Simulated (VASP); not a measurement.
Write the native input for VASP 6.6.1 that does the following.

* Task: single point
* Functional: PBEsol
* Potentials or basis: VASP PAW PBE potentials, release 64 (Mg, I)
* Cutoff: 520 eV
* k mesh: 4 × 4 × 4
* Occupations: gaussian, width 0.01 eV
* Spin: no spin polarisation
* Dipole correction: no
* Further INCAR settings: ALGO = Normal; EDIFF = 1e-07; NBANDS = 15

The structure of MgI2 lies in POSCAR:

```
MgI2
1.0
    0.0000000000      3.7557205885      3.7557205885
    3.7557205885      0.0000000000      3.7557205885
    3.7557205885      3.7557205885      0.0000000000
Mg I
1 2
Direct
    0.0000000000      0.0000000000      0.0000000000
    0.2500000000      0.2500000000      0.2500000000
    0.7500000000      0.7500000000      0.7500000000
```

These files were run (other wordings do the same):

INCAR

```
SYSTEM = MgI2
ALGO = Normal
EDIFF = 1E-7
ENCUT = 520
GGA = PS
ISIF = 2
ISMEAR = 0
LASPH = .TRUE.
LCHARG = .TRUE.
LELF = .TRUE.
LREAL = .FALSE.
LVHAR = .TRUE.
LWAVE = .FALSE.
NBANDS = 15
NELM = 100
PREC = Accurate
SIGMA = 0.01
```

KPOINTS

```
k-points
0
G
  4 4 4
  0 0 0
```

Potentials or basis: VASP PAW PBE potentials, release 64 (Mg, I).

Command:

```sh
$ cat potpaw_PBE.64/Mg/POTCAR potpaw_PBE.64/I/POTCAR > POTCAR
$ mpirun -np 1 vasp_std > vasp.out
```

It gave:

```json
{
 "Pressure": "-1.2 GPa",
 "Band gap on the k mesh": "0.55 eV (least direct gap 1.01 eV)"
}
```

Caveat: the PAW data sets were made with another functional, which shifts forces and pressure a little; spin-orbit coupling is left out, which moves the levels of the heavy elements.

Wall time 14 s on 1 thread of Intel(R) Xeon(R) Platinum 8488C (Sapphire Rapids) (shared host), peak memory 0.23 GiB.
